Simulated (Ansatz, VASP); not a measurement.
# One calculation of Hf3OF3, two programs

```
Hf O F
1.0
     4.65849    0.00000    0.00000
     0.00000    4.65849    0.00000
     0.00000    0.00000    4.65849
Hf O F
3 1 3
Cartesian
  2.3292 0.0000 0.0000
  0.0000 2.3292 0.0000
  0.0000 0.0000 2.3292
  0.0000 0.0000 0.0000
  0.0000 2.3292 2.3292
  2.3292 0.0000 2.3292
  2.3292 2.3292 0.0000
```

Change from the starting cell: species swapped into the Ca3AsBr3 type (Pm-3m, No. 221).

Alike in both runs: task relaxation of cell and atoms; functional PBE; k mesh 8 × 8 × 8; occupations gaussian, width 0.1 eV; no spin polarisation.

|  | VASP | Ansatz |
| --- | --- | --- |
| version | VASP 6.6.1 | Ansatz 0.2.0 |
| potentials or method | VASP PAW PBE potentials, release 64 (Hf_pv, O, F), cutoff 600 eV | scalar-relativistic, plane waves, PAW |
| valence electrons in the cell | 57 | 105 |

VASP gave:

- gap on the k mesh at the Fermi level, each at its own relaxed structure (eV): none
- relaxed volume (Å³/atom): 14.04
- relaxed cell length with the largest relative difference (Å): 4.615

What did Ansatz give for the same quantities?

gap on the k mesh at the Fermi level, each at its own relaxed structure (eV): none; relaxed volume (Å³/atom): 14.32; relaxed cell length with the largest relative difference (Å): 4.646.

A gap of «none» marks a metal or a gap that the smearing closes. VASP's potentials hold 57 valence electrons a cell and Ansatz's 105, so a difference there can come from the potentials and not from the codes.

Spin-orbit coupling is off throughout.
